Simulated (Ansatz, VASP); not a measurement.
KMgF3 in VASP and in Ansatz

Contents of INCAR:

```
SYSTEM = KMgF3
PREC = Accurate
ENCUT = 520
EDIFF = 1E-7
ISMEAR = 0
SIGMA = 0.05
LREAL = .FALSE.
LASPH = .TRUE.
NELM = 80
ALGO = Normal
ISIF = 2
LWAVE = .FALSE.
LCHARG = .FALSE.
GGA = PS
NBANDS = 24
```

The input KPOINTS:

```
regular mesh
0
G
  6 6 6
  0 0 0
```

The input POSCAR:

```
KMgF3
1.0
    3.9859000000      0.0049823750      0.0000000000
    0.0049823750      3.9859000000      0.0000000000
    0.0000000000      0.0000000000      3.9859000000
K Mg F
1 1 3
Direct
    0.5000000000      0.5000000000      0.5000000000
    0.0000000000      0.0000000000      0.0000000000
    0.5000000000      0.0000000000      0.0000000000
    0.0000000000      0.5000000000      0.0000000000
    0.0000000000      0.0000000000      0.5000000000
```

Input for Ansatz:

```yaml
crystal:
  lattice:
    - [3.9859, 0.004982375, 0.0]
    - [0.004982375, 3.9859, 0.0]
    - [0.0, 0.0, 3.9859]
  atoms:
    - { symbol: K, position: [0.5, 0.5, 0.5] }
    - { symbol: Mg, position: [0.0, 0.0, 0.0] }
    - { symbol: F, position: [0.5, 0.0, 0.0] }
    - { symbol: F, position: [0.0, 0.5, 0.0] }
    - { symbol: F, position: [0.0, 0.0, 0.5] }
basis:
  ecutwfc: 420
kpoints:
  mp_grid: { grid: [6, 6, 6] }
hamiltonian:
  xc: pbesol
scf:
  occupations: { method: gaussian, width: 0.05 }
output:
  forces: true
  stress: true
  eigenvalues: true
```

Change from the starting cell: strain +0.0025 x Voigt [0, 0, 0, 0, 0, 1], atoms carried along.

Alike in both runs: task single point; functional PBEsol; k mesh 6 × 6 × 6; occupations gaussian, width 0.05 eV; no spin polarisation.

|  | VASP | Ansatz |
| --- | --- | --- |
| version | VASP 6.6.1 | Ansatz 0.2.0 |
| potentials or method | VASP PAW PBE potentials, release 64 (K_sv, Mg, F), cutoff 520 eV | scalar-relativistic, plane waves, PAW |
| valence electrons in the cell | 32 | 40 |

```tsv
	VASP	Ansatz	Ansatz less VASP
gap on the k mesh at the Fermi level (eV)	7.12	7.15	+0.023
least direct gap on the mesh (eV)	7.44	7.46	+0.022
pressure (GPa)	-0.1	0.3	+0.38
traceless stress, the component that is largest in VASP (GPa)	-0.12	-0.11	+0.001
```

VASP's potentials were made for PBE, not for PBEsol. VASP's potentials hold 32 valence electrons a cell and Ansatz's 40, so a difference there can come from the potentials and not from the codes.
